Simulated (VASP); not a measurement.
A run of VASP 6.6.1:

INCAR

```
SYSTEM = Nb
PREC = Accurate
ENCUT = 600
EDIFF = 1E-6
ISMEAR = -1
SIGMA = 0.1
LREAL = .False.
LASPH = .True.
NELM = 80
ALGO = Normal
ISIF = 3
LWAVE = .False.
LCHARG = .False.
GGA = PE
IBRION = 2
NSW = 32
EDIFFG = -0.005
PSTRESS = 2000.0
```

Contents of KPOINTS:

```
Automatic mesh
0
Gamma
  18 18 17
  0 0 0
```

POSCAR

```
Nb
1.0
    2.4096772020      0.0000000000      0.0000000000
   -1.2048386010      2.0868416719      0.0000000000
    0.0000000000      0.0000000000      2.2883925955
Nb
1
Direct
    0.0000000000      0.0000000000      0.0000000000
```

Potentials or basis: VASP PAW PBE potentials, release 64 (Nb_sv).

Launch:

```console
$ cat potpaw_PBE.64/Nb_sv/POTCAR > POTCAR
$ mpirun -np 1 vasp_std > vasp.out
```

Hardware: 1 thread of Intel(R) Xeon(R) 6975P-C (Granite Rapids) (shared host).

Task: How long does it take, and how much memory?

Result: Wall time 32 s on 1 thread of Intel(R) Xeon(R) 6975P-C (Granite Rapids) (shared host), peak memory 0.17 GiB. Counts: scf iterations 25, k points 333, ion steps 3.
